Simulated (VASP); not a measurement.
A run of VASP 6.6.1:

Contents of INCAR:

```
PREC = Accurate ; ENCUT = 520
EDIFF = 1E-6 ; ISMEAR = 0
SIGMA = 0.02 ; LREAL = F
LASPH = T ; NELM = 60
ALGO = Normal ; ISIF = 2
LWAVE = F ; LCHARG = F
GGA = PS ; IBRION = 2
NSW = 60 ; EDIFFG = -0.002
```

The input KPOINTS:

```
regular mesh
0
Gamma
  9 9 6
```

Contents of POSCAR:

```
C
1.0
    2.4981307825      0.0000000000      0.0000000000
   -1.2490653912      2.1634447196      0.0000000000
    0.0000000000      0.0000000000      4.2229976408
C
4
Direct
    0.3333333333      0.6666666667     -0.0002608640
    0.6666666667      0.3333333333      0.4997391360
    0.3333333333      0.6666666667      0.3742608640
    0.6666666667      0.3333333333      0.8742608640
```

Potentials or basis: VASP PAW PBE potentials, release 64 (C).

The run is started by

```bash
$ cat potpaw_PBE.64/C/POTCAR > POTCAR
$ mpirun -np 1 vasp_std > vasp.out
```

Hardware: 1 thread of Intel(R) Xeon(R) Platinum 8259CL CPU @ 2.50GHz (Skylake/Cascade Lake), on a shared host.

Question: How long does it take, and how much memory?

Answer: It took 25 s on 1 thread of Intel(R) Xeon(R) Platinum 8259CL CPU @ 2.50GHz (Skylake/Cascade Lake) (shared host), peak memory 0.13 GiB. Counts: scf iterations 17, k points 48, ion steps 3.
